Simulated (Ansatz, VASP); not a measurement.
# InAs in VASP and in Ansatz

```
In As
1.0
     0.00000    3.01800    3.01800
     3.01800    0.00000    3.01800
     3.01800    3.01800    0.00000
In As
1 1
Cartesian
  0.0000 0.0000 0.0000
  4.5270 4.5270 4.5270
```

Alike in both runs: task relaxation of cell and atoms; functional PBE; k mesh 6 × 6 × 6; occupations fermi-dirac, width 0.05 eV; no spin polarisation.

```csv
,VASP,Ansatz
version,VASP 6.6.1,Ansatz 0.2.0
potentials or method,"VASP PAW PBE potentials, release 64 (In_d, As), cutoff 600 eV","all-electron LAPW, scalar-relativistic"
```

|  | VASP | Ansatz | Ansatz less VASP |
| --- | --- | --- | --- |
| relaxed volume (Å³/atom) | 29.66 | 29.64 | -0.024 |
| relaxed length of the cell vector where the two differ most in proportion (Å) | 4.378 | 4.376 | -0.0012 |

Ansatz ran all-electron here, and VASP with PAW potentials.

Noted on Ansatz's run: the k mesh is thin for a metal, which can move the energy by tens of meV per atom.
